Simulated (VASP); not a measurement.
Runs of VASP 6.6.1 on LiCl. The structure is that of space group R-3m (No. 166), or close to it. The cells are those of the table. 

| cell | gap on the mesh (eV) |
| --- | --- |
| a = 3.326 Å, angles 75.3°, 2 atoms | 4.69 |
| a = 4.166 Å, angles 45.7°, 2 atoms | 3.59 |
| a = 3.457 Å, angles 67.3°, 2 atoms | 5.36 |
| a = 3.882 Å, angles 52.2°, 2 atoms | 5.29 |
| a = 4.569 Å, angles 38.9°, 2 atoms | (a) |
| a = 4.986 Å, angles 33.6°, 2 atoms | (b) |

Alike in all rows: task single point; level PBEsol; potentials or basis VASP PAW PBE potentials, release 64 (Li_sv, Cl); no spin polarisation; k mesh 8 × 8 × 8; cutoff (eV) 520; smearing gaussian 0.05 eV.

Problem. Fill in the values left out.

Solution. (a) 0.81; (b) none.

A k mesh can miss the band edges.
